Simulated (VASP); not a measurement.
Runs of VASP 6.6.1 on Nb. The structure is that of space group Im-3m (No. 229), or close to it. The cells are those of the table. 

```tsv
cell	gap on the mesh (eV)	pressure (GPa)
a = 2.830 Å, angles 109.5°, 1 atom	none	4.8
a = 2.907 Å, angles 109.5°, 1 atom	none	(a)
a = 2.932 Å, angles 109.5°, 1 atom	none	-11.6
a = 2.803 Å, angles 109.5°, 1 atom	none	(b)
a = 2.856 Å, angles 109.5°, 1 atom	none	-0.2
a = 2.882 Å, angles 109.5°, 1 atom	none	-4.5
a = 2.957 Å, angles 109.5°, 1 atom	none	-14.6
```

Alike in all rows: task single point; level revPBE+D4; potentials or basis VASP PAW PBE potentials, release 64 (Nb_sv); no spin polarisation; k mesh 12 × 12 × 12; cutoff (eV) 520; smearing fermi-dirac 0.2 eV.

Question: Estimate the missing entries.

Answer: (a) -8.3; (b) 10.5.

Caveats: the PAW data sets were made with another functional, which shifts forces and pressure a little; pairwise dispersion overbinds metals, which lowers pressure and volume.

A k mesh can miss the band edges, and the runs leave out spin-orbit coupling on Nb.

A gap of «none» marks levels without a gap at the run's occupations.
